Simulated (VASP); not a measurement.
# NaCl (lda) (Fm-3m) in VASP: a series of runs, part 2 of 2

VASP 6.6.1.

### 5 Relaxation of cell and atoms, LDA

This run uses another cell than the first one, of 20.40 Å³/atom, 0.919 times its volume.

Input file INCAR:

```
PREC = Accurate
ENCUT = 600
EDIFF = 1E-6
ISMEAR = 0
SIGMA = 0.02
LREAL = False
LASPH = True
NELM = 80
ALGO = Normal
ISIF = 3
LWAVE = False
LCHARG = False
IBRION = 2
NSW = 100
EDIFFG = -0.002
```

Input file KPOINTS:

```
regular mesh
0
Gamma
  8 8 8
```

Input file POSCAR:

```
NaCl
1.0
    0.0000000000      2.7321951208      2.7321951208
    2.7321951208      0.0000000000      2.7321951208
    2.7321951208      2.7321951208      0.0000000000
Na Cl
1 1
Direct
    0.0000000000      0.0000000000      0.0000000000
    0.5000000000      0.5000000000      0.5000000000
```

Potentials or basis: VASP PAW LDA potentials, release 64 (Na_pv, Cl).

Run with:

```
$ cat potpaw_LDA.64/Na_pv/POTCAR potpaw_LDA.64/Cl/POTCAR > POTCAR
$ mpirun -np 1 vasp_std > vasp.out
```

OUTCAR:

```text
PREC = Accurate
   ENCUT = 600
   EDIFF = 1E-6
   ISMEAR = 0
   LREAL = False
   LASPH = True
   NELM = 80
   ISIF = 3
   IBRION = 2
   NSW = 100
   EDIFFG = -0.002

 ion  position               nearest neighbor table
   1  0.000  0.000  0.000-
   2  0.500  0.500  0.500-

  LATTYP: Found a face centered cubic cell.
 ALAT       =     5.4643902416

  Lattice vectors:

 A1 = (   0.0000000000,   2.7321951208,   2.7321951208)
 A2 = (   2.7321951208,   0.0000000000,   2.7321951208)
 A3 = (   2.7321951208,   2.7321951208,   0.0000000000)

Analysis of symmetry for initial positions (statically):
=====================================================================
 Subroutine PRICEL returns:
 Original cell was already a primitive cell.

 Routine SETGRP: Setting up the symmetry group for a
 face centered cubic supercell.

 Subroutine GETGRP returns: Found 48 space group operations
 (whereof 48 operations were pure point group operations)
 out of a pool of 48 trial point group operations.

The static configuration has the point symmetry O_h .

[... 210 lines left out ...]
 cond. band min:       4.7116732012   @ k =   0.0000   0.0000   0.0000
 fundamental gap:      5.0766431885
 Fermi energy:        -0.2058452345

 k-point     1 :       0.0000    0.0000    0.0000
  band No.  band energies     occupation
      1     -20.9935      2.00000
      2     -20.9935      2.00000
      3     -20.9935      2.00000
      4     -13.1856      2.00000
      5      -0.3650      2.00000
      6      -0.3650      2.00000
      7      -0.3650      2.00000
      8       4.7117      0.00000
      9      10.5639      0.00000
     10      10.5639      0.00000
     11      10.5639      0.00000
[... 309 lines left out ...]
 k-point    24 :      -0.3750    0.2500    0.1250
  band No.  band energies     occupation
      1     -21.0321      2.00000
      2     -21.0064      2.00000
      3     -21.0003      2.00000
      4     -12.6762      2.00000
      5      -2.3716      2.00000
      6      -1.3082      2.00000
      7      -0.8770      2.00000
      8       7.8443      0.00000
      9       9.2064      0.00000
     10       9.9849      0.00000
     11      11.4043      0.00000

 [... further k-points ...]
[... 5 lines left out ...]
  --------------------------------------------------------------------------------------
  -------------------------------------------------------------------------------------
  Total       -0.0021865     -0.0021865     -0.0021865     -0.0000000      0.0000000      0.0000000
  in kB       -0.0857930     -0.0857930     -0.0857930     -0.0000000      0.0000000      0.0000000
  external PRESSURE =      -0.0857930 kB  Pullay stress =       0.0000000 kB

 VOLUME and BASIS-vectors are now :
 -----------------------------------------------------------------------------
  energy-cutoff  :      600.00
  volume of cell :       40.83
      direct lattice vectors                 reciprocal lattice vectors
     0.000000000  2.733122986  2.733122986    -0.182940908  0.182940908  0.182940908
     2.733122986 -0.000000000  2.733122986     0.182940908 -0.182940908  0.182940908
     2.733122986  2.733122986  0.000000000     0.182940908  0.182940908 -0.182940908

 POSITION                                       TOTAL-FORCE (eV/Angst)
 -----------------------------------------------------------------------------------
      5.46625      5.46625      5.46625        -0.000000     -0.000000     -0.000000
      2.73312      2.73312      2.73312         0.000000      0.000000      0.000000
 -----------------------------------------------------------------------------------
    total drift:                                0.000000     -0.000000      0.000000

  FREE ENERGIE OF THE ION-ELECTRON SYSTEM (eV)
  ---------------------------------------------------
  free  energy   TOTEN  =        -7.3893954957 eV

  energy  without entropy=       -7.3893954957  energy(sigma->0) =       -7.38939550

 reached required accuracy - stopping structural energy minimisation
```

CONTCAR:

```text
NaCl
   1.00000000000000
     0.0000000000000000    2.7331229860794215    2.7331229860794215
     2.7331229860794215   -0.0000000000000000    2.7331229860794215
     2.7331229860794215    2.7331229860794215    0.0000000000000000
  Na              Cl
     1     1
Direct
     1.0000000000000000    1.0000000000000000    1.0000000000000000
     0.5000000000000000    0.5000000000000000    0.5000000000000000

  0.00000000E+00  0.00000000E+00  0.00000000E+00
  0.00000000E+00  0.00000000E+00  0.00000000E+00
```

Wall time 17 s (1 thread of AMD EPYC 9R45 (Zen 5), shared host); peak memory 0.12 GiB.

Results:

```
Free energy                            : -7.3894 eV
Relaxed volume                         : 20.42 Å³/atom
Relaxed cell                           : a = 3.865 Å, b = 3.865 Å, c = 3.865 Å, α = 60.00°, β = 60.00°, γ = 60.00°
Space group after relaxing (to 0.05 Å) : Fm-3m (No. 225)
Energy gained by relaxing              : 0.0 meV/atom
Ionic steps                            : 2
Pressure after relaxing                : 0.0 GPa
Band gap on the k mesh                 : 5.08 eV, direct
```

Final structure:
```
Na Cl
1.0
     0.00000    2.73312    2.73312
     2.73312    0.00000    2.73312
     2.73312    2.73312    0.00000
Na Cl
1 1
Direct
  0.00000 0.00000 0.00000
  0.50000 0.50000 0.50000
```

Levels at points of the mesh, in eV from the valence-band top:
```csv
k point,band 3,band 4,band 5,band 6,band 7,band 8,band 9,band 10,band 11
"(0.00, 0.00, 0.00)",-20.63,-12.82,0.00,0.00,0.00,5.08,10.93,10.93,10.93
"(0.50, 0.00, 0.00)",-20.63,-12.35,-2.33,-0.33,-0.33,7.05,10.90,10.90,11.04
"(0.50, 0.50, 0.00)",-20.64,-12.30,-2.01,-0.72,-0.72,7.43,7.64,11.62,15.18
```

### 6 Relaxation of cell and atoms, LDA

Input file INCAR:

```
ALGO = Normal
EDIFF = 1E-7
EDIFFG = -0.002
ENCUT = 600
GGA = CA
IBRION = 2
ISIF = 3
ISMEAR = 0
LASPH = True
LCHARG = False
LREAL = False
LWAVE = False
NELM = 60
NSW = 100
PREC = Accurate
SIGMA = 0.02
```

Input file KPOINTS:

```
k-points
0
Gamma
  8 8 8
```

Input file POSCAR:

```
NaCl
1.0
    0.0000000000      2.8100000000      2.8100000000
    2.8100000000      0.0000000000      2.8100000000
    2.8100000000      2.8100000000      0.0000000000
Na Cl
1 1
Direct
    0.0000000000      0.0000000000      0.0000000000
    0.5000000000      0.5000000000      0.5000000000
```

Potentials or basis: VASP PAW LDA potentials, release 64 (Na_pv, Cl).

Run with:

```
$ cat potpaw_LDA.64/Na_pv/POTCAR potpaw_LDA.64/Cl/POTCAR > POTCAR
$ mpirun -np 1 vasp_std > vasp.out
```

Wall time 32 s (1 thread of AMD EPYC 9R45 (Zen 5), shared host); peak memory 0.13 GiB.

It converged, with:

```
Free energy                            : -7.3897 eV
Relaxed volume                         : 20.41 Å³/atom
Relaxed cell                           : a = 3.865 Å, b = 3.865 Å, c = 3.865 Å, α = 60.00°, β = 60.00°, γ = 60.00°
Space group after relaxing (to 0.05 Å) : Fm-3m (No. 225)
Energy gained by relaxing              : 13.2 meV/atom
Ionic steps                            : 4
Pressure after relaxing                : 0.0 GPa
Band gap on the k mesh                 : 5.08 eV, direct
```

The path:
| step | energy change (eV) | largest force (eV/Å) | pressure (GPa) | volume (Å³) |
| --- | --- | --- | --- | --- |
| 1 | 0.0000 | 0.0000 | -2.20 | 44.38 |
| 2 | -0.0204 | 0.0000 | -1.15 | 42.45 |
| 3 | -0.0264 | 0.0000 | -0.10 | 40.95 |
| 4 | -0.0265 | 0.0000 | 0.01 | 40.81 |

Final structure:
```
CELL_PARAMETERS angstrom
0.00000 2.73267 2.73267
2.73267 0.00000 2.73267
2.73267 2.73267 0.00000
ATOMIC_POSITIONS crystal
Na 0.00000 0.00000 0.00000
Cl 0.50000 0.50000 0.50000
```

Levels at points of the mesh, in eV from the valence-band top:
```tsv
k point	band 3	band 4	band 5	band 6	band 7	band 8	band 9	band 10	band 11
(0.00, 0.00, 0.00)	-20.63	-12.82	0.00	0.00	0.00	5.08	10.93	10.93	10.93
(0.50, 0.00, 0.00)	-20.63	-12.35	-2.33	-0.33	-0.33	7.05	10.90	10.90	11.05
(0.50, 0.50, 0.00)	-20.64	-12.30	-2.01	-0.72	-0.72	7.44	7.64	11.62	15.18
```

### 7 Summary

```csv
task,cell,k mesh,cutoff (eV),smearing,gap on the mesh (eV),pressure (GPa),relaxed volume (Å³/atom)
single point,"a = 3.974 Å, angles 60.0°, 2 atoms",6 × 6 × 6,520,gaussian 0.1 eV,4.74,-2.2,-
single point,"a = 3.864 Å, angles 60.0°, 2 atoms",8 × 8 × 8,520,gaussian 0.02 eV,5.08,0.0,-
relaxation of cell and atoms,"relaxed from a = 3.864 Å, angles 60.0°, 2 atoms",8 × 8 × 8,600,gaussian 0.02 eV,5.08,0.0,20.42
relaxation of cell and atoms,"relaxed from a = 3.974 Å, angles 60.0°, 2 atoms",8 × 8 × 8,600,gaussian 0.02 eV,5.08,0.0,20.41
```

Alike in all rows: level LDA; potentials or basis VASP PAW LDA potentials, release 64 (Na_pv, Cl); no spin polarisation.

Total energies depend on the potentials used, so only differences within one code and one set of settings carry meaning.
